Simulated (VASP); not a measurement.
Set up this calculation in VASP 6.6.1, as the native input.

```yaml
Task: single point
Functional: r2SCAN
Potentials_or_basis: VASP PAW PBE potentials, release 64 (Sr_sv, Ru_pv, Be)
Cutoff: 520 eV
k_mesh: 9 × 9 × 9
Occupations: gaussian, width 0.0386 eV
Spin: no spin polarisation
Dipole_correction: no
Further_INCAR_settings: ALGO = Normal; EDIFF = 1e-06; NBANDS = 30
```

The system is Sr2Be4Ru.

```
CELL_PARAMETERS angstrom
0.00000 3.87306 0.00000
3.87306 0.00000 0.00000
1.93653 1.93653 -6.35437
ATOMIC_POSITIONS crystal
Sr 0.35380 0.35380 0.29240
Sr 0.64620 0.64620 0.70760
Ru 0.00000 0.00000 0.00000
Be 0.50000 0.00000 0.00000
Be 0.00000 0.50000 0.00000
Be 0.16300 0.16300 0.67400
Be 0.83700 0.83700 0.32600
```

The input as run:

POSCAR

```
Sr2Be4Ru
1.0
    0.0000000000      3.8730557500      0.0000000000
    3.8730557500      0.0000000000      0.0000000000
    1.9365278800      1.9365278800     -6.3543726000
Sr Ru Be
2 1 4
Direct
    0.3538000000      0.3538000000      0.2924000000
    0.6462000000      0.6462000000      0.7076000000
    0.0000000000      0.0000000000      0.0000000000
    0.5000000000      0.0000000000      0.0000000000
    0.0000000000      0.5000000000      0.0000000000
    0.1630000000      0.1630000000      0.6740000000
    0.8370000000      0.8370000000      0.3260000000
```

INCAR.step1

```
SYSTEM = Sr2Be4Ru
ALGO = Normal ; EDIFF = 1E-4
ENCUT = 520 ; GGA = PE
ISMEAR = 0 ; LASPH = .True.
LCHARG = .False. ; LREAL = .False.
LWAVE = .True. ; NBANDS = 30
NELM = 60 ; PREC = Accurate
SIGMA = 0.0386
```

INCAR.step2

```
SYSTEM = Sr2Be4Ru
ALGO = Normal ; EDIFF = 1E-6
ENCUT = 520 ; ISIF = 2
ISMEAR = 0 ; ISTART = 1
LASPH = .True. ; LCHARG = .True.
LELF = .True. ; LMIXTAU = .True.
LREAL = .False. ; LVHAR = .True.
LWAVE = .False. ; METAGGA = R2SCAN
NBANDS = 30 ; NELM = 60
PREC = Accurate ; SIGMA = 0.0386
```

KPOINTS

```
k-points
0
Gamma
  9 9 9
  0 0 0
```

Potentials or basis: VASP PAW PBE potentials, release 64 (Sr_sv, Ru_pv, Be).

Launch:

```sh
$ cat potpaw_PBE.64/Sr_sv/POTCAR potpaw_PBE.64/Ru_pv/POTCAR potpaw_PBE.64/Be/POTCAR > POTCAR
$ cp INCAR.step1 INCAR
$ mpirun -np 1 vasp_std > vasp.out
$ cp INCAR.step2 INCAR
$ mpirun -np 1 vasp_std > vasp.out
```

It gave:

```
Pressure               : 51.8 GPa
Largest force          : 1.146 eV/Å
Band gap on the k mesh : zero (bands 21 and 22 overlap by 0.73 eV)
```

Caveat: the cell stands under pressure; the PAW data sets were made with another functional, which shifts forces and pressure a little.

Run time: 14 min on 1 thread of Intel(R) Xeon(R) Platinum 8259CL CPU @ 2.50GHz (Skylake/Cascade Lake), on a shared host, peak memory 0.37 GiB.
